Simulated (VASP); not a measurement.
# TaN (rocksalt type) (Fm-3m) in VASP: a series of runs

Runs on TaN (rocksalt type). Level: r2SCAN. Tasks: single point, relaxation of cell and atoms.

Program: VASP 6.6.1. These are calculated values, not measurements. Logs are shortened: lines on timing, memory, paths and dates and some standing lists are left out, and cuts for length are marked.

### Step 1. The cell of the first run

Symmetry: Fm-3m, No. 225, cubic system. Conventional cell: a = 4.396 Å, b = 4.396 Å, c = 4.396 Å, α = 90.00°, β = 90.00°, γ = 90.00°. Ta (site symmetry m-3m) has 6 N at 2.20 Å within 2.9 Å. Within 2.9 Å of N (site symmetry m-3m) lie 6 Ta at 2.20 Å.

### Step 2. Single point, r2SCAN

Contents of POSCAR:

```
TaN
1.0
    0.0000000000      2.1980245063      2.1980245063
    2.1980245063      0.0000000000      2.1980245063
    2.1980245063      2.1980245063      0.0000000000
Ta N
1 1
Direct
    0.0000000000      0.0000000000      0.0000000000
    0.5000000000      0.5000000000      0.5000000000
```

Contents of INCAR.step1:

```
PREC = Accurate ; ENCUT = 520
ISMEAR = -1 ; SIGMA = 0.05
LREAL = False ; LASPH = True
NELM = 60 ; NBANDS = 15
GGA = PE ; ALGO = Normal
EDIFF = 1E-4 ; LWAVE = True
LCHARG = False
```

Contents of INCAR.step2:

```
PREC = Accurate ; ENCUT = 520
EDIFF = 1E-7 ; ISMEAR = -1
SIGMA = 0.05 ; LREAL = False
LASPH = True ; NELM = 60
ALGO = Normal ; ISIF = 2
LWAVE = False ; LCHARG = False
METAGGA = R2SCAN ; LMIXTAU = True
NBANDS = 15 ; ISTART = 1
```

Contents of KPOINTS:

```
regular mesh
0
Gamma
  15 15 15
```

Potentials or basis: VASP PAW PBE potentials, release 64 (Ta_pv, N).

Command:

```sh
> cat potpaw_PBE.64/Ta_pv/POTCAR potpaw_PBE.64/N/POTCAR > POTCAR
> cp INCAR.step1 INCAR
> mpirun -np 1 vasp_std > vasp.out
> cp INCAR.step2 INCAR
> mpirun -np 1 vasp_std > vasp.out
```

OUTCAR:

```text
PREC = Accurate
   ENCUT = 520
   EDIFF = 1E-7
   ISMEAR = -1
   LREAL = False
   LASPH = True
   NELM = 60
   ISIF = 2
   METAGGA = R2SCAN
   ISTART = 1

 ion  position               nearest neighbor table
   1  0.000  0.000  0.000-   2 2.20   2 2.20   2 2.20   2 2.20   2 2.20   2 2.20
   2  0.500  0.500  0.500-   1 2.20   1 2.20   1 2.20   1 2.20   1 2.20   1 2.20

  LATTYP: Found a face centered cubic cell.
 ALAT       =     4.3960490126

  Lattice vectors:

 A1 = (   0.0000000000,   2.1980245063,   2.1980245063)
 A2 = (   2.1980245063,   0.0000000000,   2.1980245063)
 A3 = (   2.1980245063,   2.1980245063,   0.0000000000)

Analysis of symmetry for initial positions (statically):
=====================================================================
 Subroutine PRICEL returns:
 Original cell was already a primitive cell.

 Routine SETGRP: Setting up the symmetry group for a
 face centered cubic supercell.

 Subroutine GETGRP returns: Found 48 space group operations
 (whereof 48 operations were pure point group operations)
 out of a pool of 48 trial point group operations.

The static configuration has the point symmetry O_h .

Analysis of symmetry for dynamics (positions and initial velocities):
=====================================================================
 Subroutine PRICEL returns:
 Original cell was already a primitive cell.

 Routine SETGRP: Setting up the symmetry group for a
 face centered cubic supercell.

 Subroutine GETGRP returns: Found 48 space group operations
 (whereof 48 operations were pure point group operations)
 out of a pool of 48 trial point group operations.

The dynamic configuration has the point symmetry O_h .

 Subroutine INISYM returns: Found 48 space group operations
 (whereof 48 operations are pure point group operations),
 and found     1 'primitive' translations

----------------------------------------------------------------------------------------

                                     Primitive cell

  volume of cell :      21.2387

  direct lattice vectors                    reciprocal lattice vectors
     0.000000000  2.198024506  2.198024506    -0.227476991  0.227476991  0.227476991
     2.198024506  0.000000000  2.198024506     0.227476991 -0.227476991  0.227476991
     2.198024506  2.198024506  0.000000000     0.227476991  0.227476991 -0.227476991

  length of vectors
     3.108476067  3.108476067  3.108476067     0.394001705  0.394001705  0.394001705

  position of ions in fractional coordinates (direct lattice)
     0.000000000  0.000000000  0.000000000
     0.500000000  0.500000000  0.500000000

  ion indices of the primitive-cell ions
   primitive index   ion index
                 1           1
                 2           2

----------------------------------------------------------------------------------------

 KPOINTS: regular mesh

Automatic generation of k-mesh.
 Grid dimensions read from file:
 generate k-points for:   15   15   15

 Generating k-lattice:

  Cartesian coordinates                     Fractional coordinates (reciprocal lattice)
    -0.015165133  0.015165133  0.015165133     0.066666667  0.000000000  0.000000000
     0.015165133 -0.015165133  0.015165133     0.000000000  0.066666667  0.000000000
     0.015165133  0.015165133 -0.015165133     0.000000000  0.000000000  0.066666667

  Length of vectors
     0.026266780  0.026266780  0.026266780

  Shift w.r.t. Gamma in fractional coordinates (k-lattice)
     0.000000000  0.000000000  0.000000000

 Subroutine IBZKPT returns following result:
 ===========================================

 Found    120 irreducible k-points:

 Following reciprocal coordinates:
            Coordinates               Weight
  0.000000  0.000000  0.000000      1.000000
  0.066667  0.000000  0.000000      8.000000
  0.133333  0.000000  0.000000      8.000000
  0.200000  0.000000  0.000000      8.000000
  0.266667  0.000000  0.000000      8.000000
  0.333333  0.000000  0.000000      8.000000
[... 16 lines left out ...]
  0.133333  0.133333  0.000000      6.000000
  0.200000  0.133333  0.000000     24.000000
 [... further k-points ...]
   k-points           NKPTS =    120   k-points in BZ     NKDIM =    120   number of bands    NBANDS=     15
   number of dos      NEDOS =    301   number of ions     NIONS =      2
   total plane-waves  NPLWV =  13824
   dimension x,y,z NGX =    24 NGY =   24 NGZ =   24
   dimension x,y,z NGXF=    48 NGYF=   48 NGZF=   48
   ions per type =               1   1
   NGX,Y,Z   is equivalent  to a cutoff of  12.84, 12.84, 12.84 a.u.
   NGXF,Y,Z  is equivalent  to a cutoff of  25.67, 25.67, 25.67 a.u.
 SYSTEM =  unknown system
   PREC   = accura    normal or accurate (medium, high low for compatibility)
   ISTART =      1    job   : 0-new  1-cont  2-samecut
   ICHARG =      0    charge: 1-file 2-atom 10-const
   ISPIN  =      1    spin polarized calculation?
   LNONCOLLINEAR =      F non collinear calculations
   LSORBIT =      F    spin-orbit coupling
   LASPH  =      T    aspherical Exc in radial PAW
   ENCUT  =  520.0 eV  38.22 Ry    6.18 a.u.   5.78  5.78  5.78*2*pi/ulx,y,z
   NELM   =     60;   NELMIN=  2; NELMDL=  0     # of ELM steps
   EDIFF  = 0.1E-06   stopping-criterion for ELM
   LREAL  =      F    real-space projection
   EDIFFG = 0.1E-05   stopping-criterion for IOM
   NSW    =      0    number of steps for IOM
   IBRION =     -1    ionic relax: 0-MD 1-quasi-New 2-CG
   NFREE  =      0    steps in history (QN), initial steepest desc. (CG)
   ISIF   =      2    stress and relaxation
   ISYM   =      2    0-nonsym 1-usesym 2-fastsym
   POTIM  = 0.5000    time-step for ionic-motion
   TEBEG  =    0.0;   TEEND  =   0.0 temperature during run
   PSTRESS=    0.0 pullay stress
   NELECT =      16.0000    total number of electrons
   NUPDOWN=      -1.0000    fix difference up-down
   EMIN   =  10.00;   EMAX   =-10.00  energy-range for DOS
   EFERMI =   0.00;   METHOD = LEGACY
   ISMEAR =    -1;   SIGMA  =   0.05  broadening in eV -4-tet -1-fermi 0-gaus
   EFERMI_NEDOS =   21; number of points for ismear=-14 and -15
   IALGO  =     38    algorithm
   IMIX   =      4    mixing-type and parameters
     AMIX     =   0.40;   BMIX     =  1.00
     AMIX_MAG =   1.60;   BMIX_MAG =  1.00
  volume/ion in A,a.u.               =      10.62        71.66
  Fermi-wavevector in a.u.,A,eV,Ry     =   1.489609  2.814953 30.190444  2.218935
  Thomas-Fermi vector in A             =   2.602496
   LORBIT       =      0    0 simple, 1 ext, 2 COOP (PROOUT), +10 PAW based schemes
   METAGGA = R2SCAN    functional components
   LHFCALC =     F    Hartree Fock is set to
   AEXX    =    0.0000 exact exchange contribution
   IVDW    =     0    specifies the selected vdW correction
   LEPSILON=     F    determine dielectric tensor
   LRPA    =     F    only Hartree local field effects (RPA)
 non-spin polarized calculation
  energy-cutoff  :      520.00
  volume of cell :       21.24
 maximum number of plane-waves:       586
   NGX = 11   NGY = 11   NGZ = 11

 number of electron      16.0000002 magnetization

 Free energy of the ion-electron system (eV)
  ---------------------------------------------------
  ext. energy  EPLUGINS =         0.00000000
  ---------------------------------------------------
  free energy    TOTEN  =       -59.63269670 eV

  energy without entropy =      -59.62741468  energy(sigma->0) =      -59.63005569

 E-fermi :   9.6233     XC(G=0): -14.4638

 val. band max:        9.5912253220   @ k =   0.2000   0.1333   0.0000
 cond. band min:       9.6512875660   @ k =   0.2000   0.1333   0.0000
 fundamental gap:      0.0600622439
 Fermi energy:         9.6232870919

 k-point     1 :       0.0000    0.0000    0.0000
  band No.  band energies     occupation
      1     -27.5229      2.00000
      2     -27.5229      2.00000
      3     -27.5229      2.00000
      4     -10.3994      2.00000
      5       5.4758      2.00000
      6       5.4758      2.00000
      7       5.4758      2.00000
      8       7.4558      2.00000
      9       7.4558      2.00000
     10       7.4558      2.00000
     11       9.7569      0.12918
     12       9.7569      0.12917
     13      11.4154      0.00000
     14      19.1822      0.00000
     15      19.6118      0.00000

 k-point     2 :       0.0667    0.0000    0.0000
  band No.  band energies     occupation
      1     -27.5643      2.00000
      2     -27.5266      2.00000
      3     -27.5266      2.00000
      4     -10.2900      2.00000
      5       4.9073      2.00000
      6       5.0977      2.00000
      7       5.0977      2.00000
      8       7.6347      2.00000
      9       7.6347      2.00000
     10       7.7010      2.00000
     11      10.2023      0.00002
     12      10.2023      0.00002
     13      11.7537      0.00000
     14      19.1821      0.00000
     15      19.9518      0.00000

 k-point     3 :       0.1333    0.0000    0.0000
  band No.  band energies     occupation
      1     -27.6796      2.00000
      2     -27.5367      2.00000
      3     -27.5367      2.00000
      4      -9.9755      2.00000
      5       3.7529      2.00000
      6       4.3204      2.00000
      7       4.3204      2.00000
      8       8.0567      2.00000
      9       8.0567      2.00000
     10       8.0742      2.00000
     11      11.2804      0.00000
     12      11.2804      0.00000
     13      12.6058      0.00000
     14      19.1820      0.00000
     15      20.8760      0.00000
[... 343 lines left out ...]
 k-point    23 :       0.1333    0.1333    0.0000
  band No.  band energies     occupation
      1     -27.6692      2.00000
      2     -27.5714      2.00000
      3     -27.5714      2.00000
      4      -9.8770      2.00000
      5       2.8448      2.00000
      6       4.7523      2.00000
      7       4.7523      2.00000
      8       6.6616      2.00000
      9       9.0819      1.99996
     10       9.0819      1.99996
     11      10.0522      0.00038
     12      11.1694      0.00000
     13      14.0246      0.00000
     14      19.1819      0.00000
     15      21.3051      0.00000

 k-point    24 :       0.2000    0.1333    0.0000
  band No.  band energies     occupation
      1     -27.7750      2.00000
      2     -27.5949      2.00000
      3     -27.5857      2.00000
      4      -9.5745      2.00000
      5       2.0827      2.00000
      6       4.2236      2.00000
      7       4.3795      2.00000
      8       6.6311      2.00000
      9       9.5912      1.31007
     10       9.6513      0.72709
     11      10.6933      0.00000
     12      11.7575      0.00000
     13      15.1956      0.00000
     14      19.1818      0.00000
     15      22.2685      0.00000

 [... further k-points ...]
[... 5 lines left out ...]
  --------------------------------------------------------------------------------------
  -------------------------------------------------------------------------------------
  Total        0.2557027      0.2557027      0.2557027      0.0000000     -0.0000000     -0.0000000
  in kB       19.2893849     19.2893849     19.2893849      0.0000000     -0.0000000     -0.0000000
  external PRESSURE =      19.2893849 kB  Pullay stress =       0.0000000 kB

 VOLUME and BASIS-vectors are now :
 -----------------------------------------------------------------------------
  energy-cutoff  :      520.00
  volume of cell :       21.24
      direct lattice vectors                 reciprocal lattice vectors
     0.000000000  2.198024506  2.198024506    -0.227476991  0.227476991  0.227476991
     2.198024506  0.000000000  2.198024506     0.227476991 -0.227476991  0.227476991
     2.198024506  2.198024506  0.000000000     0.227476991  0.227476991 -0.227476991

 POSITION                                       TOTAL-FORCE (eV/Angst)
 -----------------------------------------------------------------------------------
      0.00000      0.00000      0.00000         0.000000      0.000000      0.000000
      2.19802      2.19802      2.19802         0.000000      0.000000      0.000000
 -----------------------------------------------------------------------------------
    total drift:                                0.000000     -0.000000     -0.000000

  FREE ENERGIE OF THE ION-ELECTRON SYSTEM (eV)
  ---------------------------------------------------
  free  energy   TOTEN  =       -59.6326967002 eV

  energy  without entropy=      -59.6274146777  energy(sigma->0) =      -59.63005569
```

Run time: 58 s. Hardware: 1 thread of Intel Xeon 6975P-C, shared host; peak memory 0.17 GiB.

What came out:

| Quantity | Value |
| --- | --- |
| Free energy | -59.6327 eV |
| Pressure | 1.9 GPa |
| Band gap on the k mesh | zero (band 8 reaches 11.49 eV, above the bottom of band 9 at 7.46 eV) |

Caveat: the PAW data sets were made with another functional, which shifts forces and pressure a little; spin-orbit coupling is left out, which moves the levels of the heavy elements.

### Step 3. Relaxation of cell and atoms, r2SCAN

This run uses another cell than the first one, of 10.00 Å³/atom, 0.942 times its volume.

Contents of POSCAR:

```
TaN
1.0
    0.0000000000      2.1544346900      2.1544346900
    2.1544346900      0.0000000000      2.1544346900
    2.1544346900      2.1544346900      0.0000000000
Ta N
1 1
Direct
    0.0000000000      0.0000000000      0.0000000000
    0.5000000000      0.5000000000      0.5000000000
```

Contents of INCAR.step1:

```
SYSTEM = TaN
  ALGO = Normal
  EDIFF = 1E-4
  ENCUT = 600
  GGA = PE
  ISMEAR = -1
  LASPH = .True.
  LCHARG = .False.
  LREAL = .False.
  LWAVE = .True.
  NELM = 80
  PREC = Accurate
  SIGMA = 0.05
```

Contents of INCAR.step2:

```
SYSTEM = TaN
  ALGO = Normal
  EDIFF = 1E-6
  EDIFFG = -0.005
  ENCUT = 600
  IBRION = 2
  ISIF = 3
  ISMEAR = -1
  ISTART = 1
  LASPH = .True.
  LCHARG = .False.
  LMIXTAU = .True.
  LREAL = .False.
  LWAVE = .False.
  METAGGA = R2SCAN
  NELM = 80
  NSW = 60
  PREC = Accurate
  SIGMA = 0.05
```

Contents of KPOINTS:

```
k-points
0
Gamma
  15 15 15
  0 0 0
```

Potentials or basis: VASP PAW PBE potentials, release 64 (Ta_pv, N).

Command:

```sh
> cat potpaw_PBE.64/Ta_pv/POTCAR potpaw_PBE.64/N/POTCAR > POTCAR
> cp INCAR.step1 INCAR
> mpirun -np 1 vasp_std > vasp.out
> cp INCAR.step2 INCAR
> mpirun -np 1 vasp_std > vasp.out
```

It took 6 min on 1 thread of Intel Xeon 6975P-C, shared host; peak memory 0.19 GiB.

The run converged. Its results:

- Free energy: -59.6330 eV
- Relaxed volume: 10.68 Å³/atom
- Relaxed cell: a = 3.115 Å, b = 3.115 Å, c = 3.115 Å, α = 60.00°, β = 60.00°, γ = 60.00°
- Space group after relaxing (to 0.05 Å): Fm-3m (No. 225)
- Energy gained by relaxing: 53.0 meV/atom
- Ionic steps: 17
- Pressure after relaxing: -0.1 GPa
- Band gap on the k mesh: zero (band 8 reaches 11.40 eV, above the bottom of band 9 at 7.41 eV)

The path:
| step | energy change (eV) | largest force (eV/Å) | pressure (GPa) | volume (Å³) |
| --- | --- | --- | --- | --- |
| 1 | 0.0000 | 0.0000 | 26.58 | 20.00 |
| 2 | 0.4527 | 0.0000 | -40.14 | 25.20 |
| 3 | -0.1056 | 0.0000 | -1.43 | 21.45 |
| 4 | -0.1060 | 0.0000 | -0.15 | 21.37 |
| 5 | -0.1060 | 0.0000 | 0.32 | 21.34 |
| 6 | -0.1060 | 0.0000 | 0.32 | 21.34 |
| 7 | -0.1060 | 0.0000 | 0.32 | 21.34 |
| 8 | -0.1060 | 0.0000 | 0.28 | 21.34 |
| 9 | -0.1060 | 0.0000 | 0.27 | 21.34 |
| 10 | -0.1060 | 0.0000 | 0.27 | 21.34 |
| 11 | -0.1060 | 0.0000 | 0.27 | 21.34 |
| 12 | -0.1060 | 0.0000 | 0.27 | 21.34 |
| 13 | -0.1060 | 0.0000 | 0.27 | 21.34 |
| 14 | -0.1060 | 0.0000 | 0.26 | 21.34 |
| 15 | -0.1060 | 0.0000 | 0.25 | 21.35 |
| 16 | -0.1060 | 0.0000 | 0.12 | 21.35 |
| 17 | -0.1060 | 0.0000 | -0.07 | 21.36 |

Final structure:
```
CELL_PARAMETERS angstrom
0.00000 2.20229 2.20229
2.20229 0.00000 2.20229
2.20229 2.20229 0.00000
ATOMIC_POSITIONS crystal
Ta 0.00000 0.00000 0.00000
N 0.50000 0.50000 0.50000
```

Levels at points of the mesh, in eV from the Fermi level:
```
           k point  band 4  band 5  band 6  band 7  band 8  band 9  band 10  band 11  band 12
(0.00, 0.00, 0.00)  -19.97   -4.13   -4.13   -4.13   -2.15   -2.15    -2.15     0.13     0.13
```

Caveat: the PAW data sets were made with another functional, which shifts forces and pressure a little; spin-orbit coupling is left out, which moves the levels of the heavy elements.
